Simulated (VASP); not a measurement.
# MgRh16 in VASP: notebook, part 2 of 2

VASP 6.6.1. The steps go on from the part before.

**4. Single point, PBE+D3(BJ)**

The input, INCAR:

```
PREC = Accurate
ENCUT = 520
EDIFF = 1E-6
ISMEAR = -1
SIGMA = 0.05
LREAL = Auto
LASPH = True
NELM = 60
ALGO = Normal
ISIF = 2
LWAVE = False
LCHARG = False
GGA = PE
IVDW = 12
NBANDS = 135
LUSENCCL = False
```

The input, KPOINTS:

```
Automatic mesh
0
Gamma
  2 3 1
```

The input, POSCAR:

```
MgRh16
1.0
    7.6000000000      0.0000000000      0.0000000000
    0.0000000000      5.3740120000      0.0000000000
    0.0000000000      0.0000000000     17.0305090000
Rh Mg
16 1
Direct
    0.2500000000      0.2500000000      0.0587182098
    0.7500000000      0.2500000000      0.0587182098
    0.2500000000      0.7500000000      0.0587182098
    0.7500000000      0.7500000000      0.0587182098
   -0.0027673684     -0.0016216934      0.1276632425
    0.5027671053     -0.0016200187      0.1276492088
   -0.0034676316      0.4996957580      0.1295233748
    0.5034714474      0.4996950137      0.1295377020
    0.2499984211      0.2528688064      0.2117536828
    0.7500046053      0.2490506162      0.2138624277
    0.2499994737      0.7386373532      0.2098853299
    0.7500067105      0.7481393789      0.2186493075
    0.0170305263     -0.0067900853      0.2832211885
    0.4829755263     -0.0067904575      0.2832114413
    0.0036323684      0.4954484657      0.2866190318
    0.4963780263      0.4954460466      0.2866226723
    0.7500035526      1.0837954958      0.3671751678
```

Potentials or basis: VASP PAW PBE potentials, release 64 (Rh_pv, Mg).

Launch:

```bash
cat potpaw_PBE.64/Rh_pv/POTCAR potpaw_PBE.64/Mg/POTCAR > POTCAR
mpirun -np 1 vasp_std > vasp.out
```

OUTCAR:

```text
PREC = Accurate
   ENCUT = 520
   EDIFF = 1E-6
   ISMEAR = -1
   LREAL = Auto
   LASPH = True
   NELM = 60
   ISIF = 2
   GGA = PE
   IVDW = 12
 IVDW          = 12

 ion  position               nearest neighbor table
   1  0.250  0.250  0.059-   9 2.61   6 2.63   5 2.63   7 2.64   8 2.64   3 2.69   3 2.69
   2  0.750  0.250  0.059-   6 2.60   5 2.60   7 2.60   8 2.60  10 2.64   4 2.69   4 2.69
   3  0.250  0.750  0.059-  11 2.58   6 2.62   5 2.62   7 2.64   8 2.64   1 2.69   1 2.69
   4  0.750  0.750  0.059-   6 2.59   5 2.59   7 2.60   8 2.60   2 2.69   2 2.69  12 2.72
   5  0.997  0.998  0.128-   4 2.59   2 2.60   3 2.62   1 2.63  13 2.65   7 2.68   7 2.69  10 2.74
                            11 2.76   9 2.76  12 2.78
   6  0.503  0.998  0.128-   4 2.59   2 2.60   3 2.62   1 2.63  14 2.65   8 2.68   8 2.69  10 2.74
                            11 2.76   9 2.76  12 2.78
   7  0.997  0.500  0.130-   2 2.60   4 2.60   1 2.64   3 2.64  15 2.68   5 2.68  11 2.69   5 2.69
                            10 2.72   9 2.73  12 2.76
   8  0.503  0.500  0.130-   2 2.60   4 2.60   1 2.64   3 2.64  16 2.68   6 2.68  11 2.69   6 2.69
                            10 2.72   9 2.73  12 2.76
   9  0.250  0.253  0.212-  14 2.56  13 2.56   1 2.61  11 2.61  15 2.61  16 2.61   8 2.73   7 2.73
                             5 2.76   6 2.76  11 2.76
[... 222 lines left out ...]
      4     -45.8519      2.00000
      5     -45.8000      2.00000
      6     -45.7791      2.00000
[... 533 lines left out ...]
    132       1.4579      0.00055
    133       1.5492      0.00009
 [bands above 133 left out]

------------------------ aborting loop because EDIFF is reached ----------------------------------------

 Edisp (eV)   -6.55971

 E8    (eV) :    -3.0920

  FORCE on cell =-STRESS in cart. coord.  units (eV):
  Direction    XX          YY          ZZ          XY          YZ          ZX
  --------------------------------------------------------------------------------------
  -------------------------------------------------------------------------------------
  Total      -8.43094   -10.09758    -0.46594     0.00019     0.89689    -0.00151
  in kB     -19.41989   -23.25883    -1.07324     0.00043     2.06591    -0.00348
  external pressure =      -14.58 kB  Pullay stress =        0.00 kB

 VOLUME and BASIS-vectors are now :
 -----------------------------------------------------------------------------
  energy-cutoff  :      520.00
  volume of cell :      695.57
      direct lattice vectors                 reciprocal lattice vectors
     7.600000000  0.000000000  0.000000000     0.131578947  0.000000000  0.000000000
     0.000000000  5.374012000  0.000000000     0.000000000  0.186080716  0.000000000
     0.000000000  0.000000000 17.030509000     0.000000000  0.000000000  0.058718151

 POSITION                                       TOTAL-FORCE (eV/Angst)
 -----------------------------------------------------------------------------------
      1.90000      1.34350      1.00000         0.000064     -0.083306      0.038773
      5.70000      1.34350      1.00000         0.000027     -0.015137     -0.076538
      1.90000      4.03051      1.00000         0.000034      0.019451     -0.209514
      5.70000      4.03051      1.00000         0.000039     -0.048324      0.266527
      7.57897      5.36530      2.17417         0.000771     -0.004254      0.016589
      3.82103      5.36531      2.17393        -0.000836     -0.004318      0.017044
[... 9 lines left out ...]
      3.77247      2.66253      4.88133         0.007248     -0.013848     -0.004185
      5.70003      0.45032      6.25318        -0.000372      0.239575     -0.036485
 -----------------------------------------------------------------------------------
    total drift:                                0.000084     -0.008166      0.001577

  FREE ENERGIE OF THE ION-ELECTRON SYSTEM (eV)
  ---------------------------------------------------
  free  energy   TOTEN  =      -112.5074741340 eV

  energy  without entropy=     -112.1651409472  energy(sigma->0) =     -112.33630754
```

Run time: 82 s. Hardware: 1 × NVIDIA H100 80GB with 1 thread of AMD EPYC 7R13 (Zen 3), shared host; peak memory 1.6 GiB.

Results:

| Property | Result |
| --- | --- |
| Free energy | -112.5075 eV |
| Largest force | 0.271 eV/Å |
| Band gap on the k mesh | zero (bands 121 and 122 overlap by 0.34 eV) |
| Dispersion energy per atom | -0.386 eV |

Forces in eV/Å, atoms in the order of the input:
```
Rh   0.000 -0.083  0.039
Rh   0.000 -0.015 -0.077
Rh   0.000  0.019 -0.210
Rh   0.000 -0.048  0.267
Rh   0.001 -0.004  0.017
Rh  -0.001 -0.004  0.017
Rh   0.000 -0.001 -0.001
Rh   0.000 -0.001 -0.001
Rh   0.000 -0.014  0.012
Rh   0.000 -0.001 -0.039
Rh   0.000 -0.009 -0.007
Rh   0.000 -0.008  0.014
Rh  -0.018 -0.021  0.007
Rh   0.018 -0.021  0.007
Rh  -0.008 -0.014 -0.004
Rh   0.007 -0.014 -0.004
Mg   0.000  0.240 -0.036
```

Caveat: the k points lie up to 0.41 Å⁻¹ apart; there is no dipole correction, which matters where the two faces differ.

**5. Overview**

| cell | gap on the mesh (eV) | largest force (eV/Å) |
| --- | --- | --- |
| as given, atomic positions A | none | 0.33 |
| as given, atomic positions B | none | 0.27 |
| as given, atomic positions C | none | 0.27 |

Alike in all rows: task single point; level PBE+D3(BJ); potentials or basis VASP PAW PBE potentials, release 64 (Rh_pv, Mg); no spin polarisation; k mesh 2 × 3 × 1; cutoff (eV) 520; smearing fermi-dirac 0.05 eV.

Caveats: all runs use coarse meshes; there is no dipole correction, which matters where the two faces differ.

Total energies depend on the potentials used, so only differences within one code and one set of settings carry meaning.
